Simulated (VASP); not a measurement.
# Sn (P6/mmm) in VASP: notebook, part 2 of 2

VASP 6.6.1. The steps go on from the part before.

## (3) Single point, PBE

This run uses another cell than the first one, of 41.19 Å³/atom.

File INCAR:

```
PREC = Accurate
ENCUT = 500
EDIFF = 1E-6
ISMEAR = 0
SIGMA = 0.1
LREAL = False
LASPH = True
NELM = 120
ALGO = Normal
ISIF = 2
LWAVE = False
LCHARG = False
GGA = PE
NBANDS = 28
GGA_COMPAT = False
```

File KPOINTS:

```
regular mesh
0
Gamma
  3 3 6
```

File POSCAR:

```
Sn
1.0
    6.1511416999      0.0000000000      0.0000000000
   -3.0755708500      5.3270449744      0.0000000000
    0.0000000000      0.0000000000      3.7709173030
Sn
3
Direct
    0.0000000000      0.0000000000      0.0000000000
    0.3333333333      0.6666666667      0.5000000000
    0.6666666667      0.3333333333      0.5000000000
```

Potentials or basis: VASP PAW PBE potentials, release 64 (Sn_d).

Launch:

```console
$ cat potpaw_PBE.64/Sn_d/POTCAR > POTCAR
$ mpirun -np 1 vasp_std > vasp.out
```

OUTCAR:

```text
PREC = Accurate
   ENCUT = 500
   EDIFF = 1E-6
   ISMEAR = 0
   LREAL = False
   LASPH = True
   NELM = 120
   ISIF = 2
   GGA = PE

 ion  position               nearest neighbor table
   1  0.000  0.000  0.000-
   2  0.333  0.667  0.500-   3 3.55   3 3.55   3 3.55
   3  0.667  0.333  0.500-   2 3.55   2 3.55   2 3.55

  LATTYP: Found a hexagonal cell.
 ALAT       =     6.1511416999
 C/A-ratio  =     0.6130434783

  Lattice vectors:

 A1 = (   6.1511416999,   0.0000000000,   0.0000000000)
 A2 = (  -3.0755708500,   5.3270449744,   0.0000000000)
 A3 = (   0.0000000000,   0.0000000000,   3.7709173030)

Analysis of symmetry for initial positions (statically):
=====================================================================
 Subroutine PRICEL returns:
 Original cell was already a primitive cell.

 Routine SETGRP: Setting up the symmetry group for a
 hexagonal supercell.

 Subroutine GETGRP returns: Found 24 space group operations
[... 150 lines left out ...]
  ---------------------------------------------------
  free energy    TOTEN  =       -10.14419987 eV

  energy without entropy =      -10.13398251  energy(sigma->0) =      -10.13909119

 E-fermi :   4.0950     XC(G=0):  -8.5505

 val. band max:        3.9420125184   @ k =   0.0000   0.0000   0.5000
 cond. band min:       4.1427699312   @ k =   0.3333   0.0000   0.3333
 fundamental gap:      0.2007574128
 Fermi energy:         4.0950015845

 k-point     1 :       0.0000    0.0000    0.0000
  band No.  band energies     occupation
      1     -17.7263      2.00000
      2     -17.6982      2.00000
      3     -17.6982      2.00000
      4     -17.6934      2.00000
      5     -17.6934      2.00000
      6     -17.5568      2.00000
[... 361 lines left out ...]
     27       8.6727      0.00000
     28       8.7251      0.00000

------------------------ aborting loop because EDIFF is reached ----------------------------------------

  FORCE on cell =-STRESS in cart. coord.  units (eV):
  Direction    XX          YY          ZZ          XY          YZ          ZX
  --------------------------------------------------------------------------------------
  -------------------------------------------------------------------------------------
  Total       -5.5306862     -5.5306862     -6.0263289      0.0000000     -0.0000000      0.0000000
  in kB      -71.7134309    -71.7134309    -78.1401626      0.0000000     -0.0000000      0.0000000
  external PRESSURE =     -73.8556748 kB  Pullay stress =       0.0000000 kB

 VOLUME and BASIS-vectors are now :
 -----------------------------------------------------------------------------
  energy-cutoff  :      500.00
  volume of cell :      123.56
      direct lattice vectors                 reciprocal lattice vectors
     6.151141700  0.000000000  0.000000000     0.162571446  0.093860668  0.000000000
    -3.075570850  5.327044974  0.000000000     0.000000000  0.187721336  0.000000000
     0.000000000  0.000000000  3.770917303     0.000000000  0.000000000  0.265187465

 POSITION                                       TOTAL-FORCE (eV/Angst)
 -----------------------------------------------------------------------------------
      0.00000      0.00000      0.00000        -0.000000      0.000000      0.000000
     -0.00000      3.55136      1.88546         0.000000      0.000000      0.000000
      3.07557      1.77568      1.88546        -0.000000     -0.000000      0.000000
 -----------------------------------------------------------------------------------
    total drift:                               -0.000000      0.000000     -0.000000

  FREE ENERGIE OF THE ION-ELECTRON SYSTEM (eV)
  ---------------------------------------------------
  free  energy   TOTEN  =       -10.1441998693 eV

  energy  without entropy=      -10.1339825071  energy(sigma->0) =      -10.13909119
```

stdout:

```text
POSCAR found type information on POSCAR Sn
 POSCAR found :  1 types and       3 ions
 scaLAPACK will be used
 LDA part: xc-table for (Slater+PW92), standard interpolation
 POSCAR, INCAR and KPOINTS ok, starting setup
 FFT: planning ... GRIDC
 FFT: planning ... GRID_SOFT
 FFT: planning ... GRID
 WAVECAR not read
 entering main loop
```

Wall time 57 s (1 thread of Intel Xeon 8259CL, shared host); peak memory 0.25 GiB.

Results:

```
Free energy            : -10.1442 eV
Pressure               : -7.4 GPa
Band gap on the k mesh : zero (bands 21 and 22 overlap by 2.15 eV)
```

Levels at points of the mesh, in eV from the Fermi level:
```
           k point  band 18  band 19  band 20  band 21  band 22  band 23  band 24  band 25
(0.00, 0.00, 0.00)    -5.68    -1.57    -1.57    -1.41    -1.41     1.95     4.61     4.71
(0.00, 0.00, 0.50)    -4.49    -1.66    -0.98    -0.37    -0.37    -0.15     0.68     0.68
```

Caveat: the k points lie up to 0.39 Å⁻¹ apart, too coarse for converged energies and pressures of a metal; spin-orbit coupling is left out, which moves the levels of the heavy elements.

## (4) Single point, PBE

This run uses another cell than the first one, of 27.94 Å³/atom.

File INCAR:

```
PREC = Accurate ; ENCUT = 500
EDIFF = 1E-6 ; ISMEAR = 0
SIGMA = 0.1 ; LREAL = F
LASPH = T ; NELM = 120
ALGO = Normal ; ISIF = 2
LWAVE = F ; LCHARG = F
GGA = PE ; NBANDS = 28
GGA_COMPAT = F
```

File KPOINTS:

```
regular mesh
0
Gamma
  6 6 6
```

File POSCAR:

```
Sn
1.0
    5.4898715601      0.0000000000      0.0000000000
   -2.7449357800      4.7543682346      0.0000000000
    0.0000000000      0.0000000000      3.2116699124
Sn
3
Direct
    0.0000000000      0.0000000000      0.0000000000
    0.3333333333      0.6666666667      0.5000000000
    0.6666666667      0.3333333333      0.5000000000
```

Potentials or basis: VASP PAW PBE potentials, release 64 (Sn_d).

Launch:

```console
$ cat potpaw_PBE.64/Sn_d/POTCAR > POTCAR
$ mpirun -np 1 vasp_std > vasp.out
```

OUTCAR:

```text
PREC = Accurate
   ENCUT = 500
   EDIFF = 1E-6
   ISMEAR = 0
   LREAL = F
   LASPH = T
   NELM = 120
   ISIF = 2
   GGA = PE

 ion  position               nearest neighbor table
   1  0.000  0.000  0.000-   2 3.55   3 3.55   2 3.55   3 3.55   3 3.55   3 3.55   2 3.55   2 3.55
                             3 3.55   3 3.55   2 3.55   2 3.55
   2  0.333  0.667  0.500-   3 3.17   3 3.17   3 3.17   1 3.55   1 3.55   1 3.55   1 3.55   1 3.55
                             1 3.55
   3  0.667  0.333  0.500-   2 3.17   2 3.17   2 3.17   1 3.55   1 3.55   1 3.55   1 3.55   1 3.55
                             1 3.55

  LATTYP: Found a hexagonal cell.
[... 934 lines left out ...]
     28      13.5691      0.00000

 [... further k-points ...]
[... 5 lines left out ...]
  --------------------------------------------------------------------------------------
  -------------------------------------------------------------------------------------
  Total       -0.0697771     -0.0697771     -0.2090136     -0.0000000      0.0000000     -0.0000000
  in kB       -1.3336374     -1.3336374     -3.9948387     -0.0000000      0.0000000     -0.0000000
  external PRESSURE =      -2.2207045 kB  Pullay stress =       0.0000000 kB

 VOLUME and BASIS-vectors are now :
 -----------------------------------------------------------------------------
  energy-cutoff  :      500.00
  volume of cell :       83.83
      direct lattice vectors                 reciprocal lattice vectors
     5.489871560  0.000000000  0.000000000     0.182153624  0.105166444  0.000000000
    -2.744935780  4.754368235  0.000000000     0.000000000  0.210332888  0.000000000
     0.000000000  0.000000000  3.211669912     0.000000000  0.000000000  0.311364501

 POSITION                                       TOTAL-FORCE (eV/Angst)
 -----------------------------------------------------------------------------------
      0.00000      0.00000      0.00000        -0.000000      0.000000      0.000000
     -0.00000      3.16958      1.60583         0.000000      0.000000      0.000000
      2.74494      1.58479      1.60583        -0.000000     -0.000000      0.000000
 -----------------------------------------------------------------------------------
    total drift:                               -0.000000      0.000000      0.000000

  FREE ENERGIE OF THE ION-ELECTRON SYSTEM (eV)
  ---------------------------------------------------
  free  energy   TOTEN  =       -11.4007950699 eV

  energy  without entropy=      -11.3956533161  energy(sigma->0) =      -11.39822419
```

stdout:

```text
POSCAR found type information on POSCAR Sn
 POSCAR found :  1 types and       3 ions
 scaLAPACK will be used
 LDA part: xc-table for (Slater+PW92), standard interpolation
 POSCAR, INCAR and KPOINTS ok, starting setup
 FFT: planning ... GRIDC
 FFT: planning ... GRID_SOFT
 FFT: planning ... GRID
 WAVECAR not read
 entering main loop
```

Run time: 63 s. Hardware: 1 thread of Intel Xeon 8259CL, shared host; peak memory 0.2 GiB.

What came out:

```
Free energy            : -11.4008 eV
Pressure               : -0.2 GPa
Band gap on the k mesh : zero (bands 21 and 22 overlap by 3.82 eV)
```

Stress tensor (GPa, compression positive):
```
-0.13  0.00  0.00
 0.00 -0.13  0.00
 0.00  0.00 -0.40
```

Levels at points of the mesh, in eV from the Fermi level:
```
           k point  band 19  band 20  band 21  band 22  band 23  band 24
(0.00, 0.00, 0.00)    -2.72    -2.72    -2.63    -2.63     3.50     6.98
(0.50, 0.00, 0.00)    -4.53     0.65     0.74     2.29     2.54     3.61
(0.00, 0.00, 0.50)    -1.72    -1.38    -0.76    -0.54    -0.54     0.68
(0.50, 0.00, 0.50)    -4.02    -2.74    -1.90    -1.45     0.12     3.15
```

Caveat: spin-orbit coupling is left out, which moves the levels of the heavy elements.

## (5) Overview

| cell | k mesh | gap on the mesh (eV) | pressure (GPa) |
| --- | --- | --- | --- |
| a = 5.619, b = 5.619, c = 3.158 Å, angles 90.0, 90.0, 120.0°, 3 atoms | 3 × 3 × 4 | none | -0.2 |
| a = 6.151, b = 6.151, c = 3.771 Å, angles 90.0, 90.0, 120.0°, 3 atoms | 3 × 3 × 6 | none | -7.4 |
| a = 5.490, b = 5.490, c = 3.212 Å, angles 90.0, 90.0, 120.0°, 3 atoms | 6 × 6 × 6 | none | -0.2 |

Alike in all rows: task single point; level PBE; potentials or basis VASP PAW PBE potentials, release 64 (Sn_d); no spin polarisation; cutoff (eV) 500; smearing gaussian 0.1 eV.

Caveats: some runs use coarse meshes; spin-orbit coupling is left out, which moves the levels of the heavy elements.

Absolute energies hang on the potentials; compare differences alone.
